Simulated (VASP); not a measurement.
Se, 4 atoms in the cell. It takes space group Pm-3m (No. 221, cubic). The conventional cell has a = 4.895 Å, b = 4.895 Å, c = 4.895 Å, α = 90.00°, β = 90.00°, γ = 90.00°. Se (site symmetry 4/mmm) has 2 Se at 2.45 Å within 3.2 Å. Within 3.2 Å of Se (site symmetry m-3m) lie 6 Se at 2.45 Å. The cell was built from a structure type or drawn by symmetry, and may not be a known phase.

```yaml
Program: VASP 6.6.1
Task: single point
Functional: PBE
Potentials_or_basis: VASP PAW PBE potentials, release 64 (Se)
Cutoff: 520 eV
k_mesh: 4 × 4 × 4
Occupations: gaussian, width 0.1 eV
Spin: no spin polarisation
Dipole_correction: no
Further_INCAR_settings: ALGO = Normal; EDIFF = 1e-06; NBANDS = 20
```

Potentials or basis: VASP PAW PBE potentials, release 64 (Se).

Run with:

```console
$ cat potpaw_PBE.64/Se/POTCAR > POTCAR
$ mpirun -np 1 vasp_std > vasp.out
```

Hardware: 1 thread of Intel Xeon 8259CL, with other jobs on the host.

**Question.** How long does it take, and how much memory?

**Answer.** Wall time 33 s on 1 thread of Intel Xeon 8259CL (shared host), peak memory 0.2 GiB. Counts: scf iterations 13, k points 10.
